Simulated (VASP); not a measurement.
Runs of VASP 6.6.1 on TiSn (alt). The structure is that of space group P-6m2 (No. 187), or close to it. The cells are those of the table. 

| task | cell | k mesh | cutoff (eV) | k mesh for the DOS | occupations for the DOS | gap on the mesh (eV) | pressure (GPa) | relaxed volume (Å³/atom) |
| --- | --- | --- | --- | --- | --- | --- | --- | --- |
| single point | a = 3.170, b = 3.170, c = 4.612 Å, angles 90.0, 90.0, 120.0°, 2 atoms | 15 × 15 × 10 | 500 | - | - | none | -0.1 | - |
| relaxation of cell and atoms | relaxed from a = 3.159, b = 3.159, c = 4.635 Å, angles 90.0, 90.0, 120.0°, 2 atoms | 15 × 15 × 10 | 500 | - | - | none | 0.0 | 20.06 |
| relaxation of cell and atoms | relaxed from a = 2.801, b = 2.801, c = 4.428 Å, angles 90.0, 90.0, 120.0°, 2 atoms | 9 × 9 × 4 | 500 | - | - | none | 0.3 | (a) |
| single point | a = 3.159, b = 3.159, c = 4.635 Å, angles 90.0, 90.0, 120.0°, 2 atoms | 9 × 9 × 4 | 500 | - | - | none | 0.0 | - |
| single point | a = 2.801, b = 2.801, c = 4.428 Å, angles 90.0, 90.0, 120.0°, 2 atoms | 9 × 9 × 4 | 500 | - | - | none | 53.5 | - |

Alike in all rows: level PBE; potentials or basis VASP PAW PBE potentials, release 64 (Sn_d, Ti_sv); no spin polarisation; smearing gaussian 0.1 eV.

Task: Fill in the values left out.

Result: (a) 19.96.

Caveats: spin-orbit coupling is left out, which moves the levels of the heavy elements; the volume moved by over 15 % at a fixed basis, so the end points are rough (some runs).

A k mesh can miss the band edges, and the runs leave out spin-orbit coupling on Sn.

A gap of «none» marks levels without a gap at the run's occupations.
